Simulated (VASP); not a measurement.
A run of VASP 6.6.1 is set up as follows.

File INCAR:

```
  ALGO = Normal
  EDIFF = 1E-6
  ENCUT = 520
  GGA = RP
  ISIF = 2
  ISMEAR = -1
  ISPIN = 2
  LASPH = T
  LCHARG = T
  LELF = T
  LMAXMIX = 4
  LORBIT = 11
  LREAL = F
  LVHAR = T
  LWAVE = F
  MAGMOM = -0.65 -0.65
  NBANDS = 21
  NELM = 150
  PREC = Accurate
  SIGMA = 0.05
```

File KPOINTS:

```
k-points
0
Gamma
  13 13 13
```

File POSCAR:

```
Ni
1.0
    0.0000000000      2.3492709365      2.3492709365
    2.3492709365      0.0000000000      2.3492709365
    2.3492709365      2.3492709365      0.0000000000
Ni
2
Direct
    0.0000000000      0.0000000000      0.0000000000
    0.5000000000      0.5000000000      0.5000000000
```

Potentials or basis: VASP PAW PBE potentials, release 64 (Ni).

Run with:

```console
$ cat potpaw_PBE.64/Ni/POTCAR > POTCAR
$ mpirun -np 1 vasp_std > vasp.out
```

Task: Estimate the net moment.

Result: -1.18 μB per cell.

Task: Estimate the pressure.

Result: 1.1 GPa.

Task: Estimate the site moments.

Result: Ni -0.60 μB.

Caveat: the PAW data sets were made with another functional, which shifts forces and pressure a little.
